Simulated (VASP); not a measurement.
AlN, 4 atoms in the cell. The structure is hexagonal, space group P6_3/mmc (No. 194). Conventional cell: a = 3.292 Å, b = 3.292 Å, c = 4.064 Å, α = 90.00°, β = 90.00°, γ = 120.00°. Within 2.5 Å of Al (site symmetry -6m2) lie 5 N at 1.90 to 2.03 Å. N (site symmetry -6m2) has 5 Al at 1.90 to 2.03 Å within 2.5 Å.  This cell differs from its parent crystal: volume 9.539 Å^3 an atom, c/a of the conventional cell 1.2344.

```yaml
Program: VASP 6.6.1
Task: single point
Functional: PBEsol
Potentials_or_basis: VASP PAW PBE potentials, release 64 (Al, N)
Cutoff: 520 eV
k_mesh: 9 × 9 × 6
Occupations: gaussian, width 0.05 eV
Spin: no spin polarisation
Dipole_correction: no
Further_INCAR_settings: ALGO = Normal; EDIFF = 1e-06; NBANDS = 16
```

Potentials or basis: VASP PAW PBE potentials, release 64 (Al, N).

Run with:

```bash
$ cat potpaw_PBE.64/Al/POTCAR potpaw_PBE.64/N/POTCAR > POTCAR
$ mpirun -np 1 vasp_std > vasp.out
```

Hardware: 1 thread of AMD EPYC 9R45 96-Core Processor (Zen 5) (shared host).

Q: How long does it take, and how much memory?

A: Wall time 14 s on 1 thread of AMD EPYC 9R45 96-Core Processor (Zen 5), on a shared host, peak memory 0.12 GiB. Counts: scf iterations 13, k points 48.
